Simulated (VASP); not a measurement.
Set up this calculation in VASP 6.6.1, as the native input.

```yaml
Task: single point
Functional: PBE
Potentials_or_basis: VASP PAW PBE potentials, release 64 (Rb_sv, Br)
Cutoff: 520 eV
k_mesh: 6 × 6 × 1
Occupations: gaussian, width 0.02 eV
Spin: no spin polarisation
Dipole_correction: no
Further_INCAR_settings: ALGO = Normal; EDIFF = 1e-07; NBANDS = 69
```

The structure of RbBr lies in POSCAR:

```
RbBr
1.0
    4.8799569920      0.0000000000      0.0000000000
   -2.4399784960      4.2261667245      0.0000000000
    0.0000000000      0.0000000000     29.3326031450
Rb Br
7 7
Direct
    0.0000000000      0.0000000000     -0.0016481028
    0.3333333333      0.6666666667      0.1431639702
    0.0000000000      0.0000000000      0.2857142857
    0.6666666667      0.3333333333      0.4282646012
    0.0000000000      0.0000000000      0.5730766743
    0.6666666667      0.3333333333      0.7155929440
    0.3333333333      0.6666666667      0.8558356274
    0.6666666667      0.3333333333      0.0707548394
    0.6666666667      0.3333333333      0.2154009317
    0.3333333333      0.6666666667      0.3560276398
    0.3333333333      0.6666666667      0.5006737320
    0.3333333333      0.6666666667      0.6453002570
    0.0000000000      0.0000000000      0.7857142857
    0.6666666667      0.3333333333      0.9261283145
```

The input as run:

INCAR

```
PREC     = Accurate       # precision mode
ENCUT    = 520            # plane-wave cutoff, eV
EDIFF    = 1E-7           # SCF threshold, eV
ISMEAR   = 0              # smearing method
SIGMA    = 0.02           # smearing width, eV
LREAL    = F              # projectors in reciprocal space
LASPH    = T              # aspherical terms in the spheres
NELM     = 100            # most SCF steps
ALGO     = Normal         # electronic algorithm
ISIF     = 2              # what is computed and relaxed
LWAVE    = F              # write WAVECAR
LCHARG   = F              # write CHGCAR
GGA      = PE             # functional
NBANDS   = 69             # bands
```

KPOINTS

```
Automatic mesh
0
Gamma
  6 6 1
```

Potentials or basis: VASP PAW PBE potentials, release 64 (Rb_sv, Br).

The run is started by

```sh
$ cat potpaw_PBE.64/Rb_sv/POTCAR potpaw_PBE.64/Br/POTCAR > POTCAR
$ mpirun -np 1 vasp_std > vasp.out
```

Results of the run:

* Pressure: 0.0 GPa
* Largest force: 0.003 eV/Å
* Band gap on the k mesh: 3.97 eV

It took 12 min on 1 thread of AMD EPYC 7R13, on a shared host, peak memory 0.69 GiB.
